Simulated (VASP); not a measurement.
## BP: G0W0 quasiparticle levels with PBE

The system is BP.

```
CELL_PARAMETERS angstrom
0.00000 2.26832 2.24563
2.26832 0.00000 2.24563
2.26832 2.26832 0.00000
ATOMIC_POSITIONS crystal
B 0.00000 0.00000 0.00000
P 0.25000 0.25000 0.25000
```

| Quantity | Value |
| --- | --- |
| Program | VASP 6.6.1 |
| Task | G0W0 quasiparticle levels |
| Functional | PBE |
| Potentials or basis | VASP PAW PBE potentials, release 64 (B_GW, P_GW) |
| Cutoff | 500 eV |
| k mesh | 6 × 6 × 6 |
| Occupations | gaussian, width 0.01 eV |
| Spin | no spin polarisation |
| Dipole correction | no |
| GW scheme | G0W0 |
| GW iterations | 1 |
| Cutoff of the response function | 150 |
| Frequency points | 96 |
| Empty bands | 96 |
| Further INCAR settings | ALGO = EVGW0; EDIFF = 1e-08; NBANDS = 100 |

```yaml
Quasiparticle_gap: 1.82 eV
Least_direct_quasiparticle_gap: 4.20 eV
Band_gap_of_the_starting_levels_on_the_mesh: 1.17 eV
Least_direct_gap_of_the_starting_levels_on_the_mesh: 3.32 eV
```

It took 5.1 min on 1 thread of Intel(R) Xeon(R) Platinum 8559C (Emerald Rapids), with other jobs on the host, peak memory 0.51 GiB.

Caveat: the k points lie up to 0.40 Å⁻¹ apart; bands, screening cutoff and mesh are small and nothing is extrapolated, so the quasiparticle values aren't converged.
